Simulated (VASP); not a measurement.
Set up this calculation in VASP 6.6.1, as the native input.

| Property | Result |
| --- | --- |
| Task | single point |
| Functional | PBEsol |
| Potentials or basis | VASP PAW PBE potentials, release 64 (Al, As) |
| Cutoff | 500 eV |
| k mesh | 6 × 6 × 6 |
| Occupations | gaussian, width 0.01 eV |
| Spin | no spin polarisation |
| Dipole correction | no |
| Further INCAR settings | ALGO = Normal; EDIFF = 1e-06; NBANDS = 11 |

The structure of AlAs lies in POSCAR:

```
AlAs
1.0
    0.0000000000      2.7726205221      2.7726205221
    2.7726205221      0.0000000000      2.7726205221
    2.7726205221      2.7726205221      0.0000000000
Al As
1 1
Direct
    0.0000000000      0.0000000000      0.0000000000
    0.2500000000      0.2500000000      0.2500000000
```

The input as run:

INCAR

```
PREC = Accurate ; ENCUT = 500
EDIFF = 1E-6 ; ISMEAR = 0
SIGMA = 0.01 ; LREAL = False
LASPH = True ; NELM = 120
ALGO = Normal ; ISIF = 2
LWAVE = False ; LCHARG = False
GGA = PS ; NBANDS = 11
GGA_COMPAT = False
```

KPOINTS

```
Automatic mesh
0
Gamma
  6 6 6
```

Potentials or basis: VASP PAW PBE potentials, release 64 (Al, As).

The run is started by

```console
$ cat potpaw_PBE.64/Al/POTCAR potpaw_PBE.64/As/POTCAR > POTCAR
$ mpirun -np 1 vasp_std > vasp.out
```

It gave:

The pressure is 6.2 GPa and the band gap on the k mesh is 1.20 eV, indirect (least direct gap 2.47 eV).

Caveat: the PAW data sets were made with another functional, which shifts forces and pressure a little.

It used 12 s of CPU time on 1 thread of AMD EPYC 7R13 Processor (Zen 3), with other jobs on the host.
